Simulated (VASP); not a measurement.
A run of VASP 6.6.1 is set up as follows.

File INCAR:

```
SYSTEM = Hf
PREC = Accurate
ENCUT = 520
EDIFF = 1E-7
ISMEAR = -1
SIGMA = 0.1
LREAL = .FALSE.
LASPH = .TRUE.
NELM = 100
ALGO = Normal
ISIF = 2
LWAVE = .FALSE.
LCHARG = .TRUE.
LELF = .TRUE.
LVHAR = .TRUE.
NBANDS = 11
```

KPOINTS

```
Automatic mesh
0
G
  13 13 13
  0 0 0
```

POSCAR

```
Hf
1.0
    2.9326857656      0.0000000000      0.0000000000
    0.0000000000      2.9326857656      0.0000000000
    0.0000000000      0.0000000000      2.9326857656
Hf
1
Direct
    0.0000000000      0.0000000000      0.0000000000
```

Potentials or basis: VASP PAW LDA potentials, release 64 (Hf_pv).

Command:

```bash
$ cat potpaw_LDA.64/Hf_pv/POTCAR > POTCAR
$ mpirun -np 1 vasp_std > vasp.out
```

Question: Estimate the pressure.

Answer: -7.9 GPa.

Question: What does it give for the band gap on the k mesh?

Answer: Zero (band 5 reaches 4.31 eV, above the bottom of band 6 at 2.15 eV).

Caveat: spin-orbit coupling is left out, which moves the levels of the heavy elements.
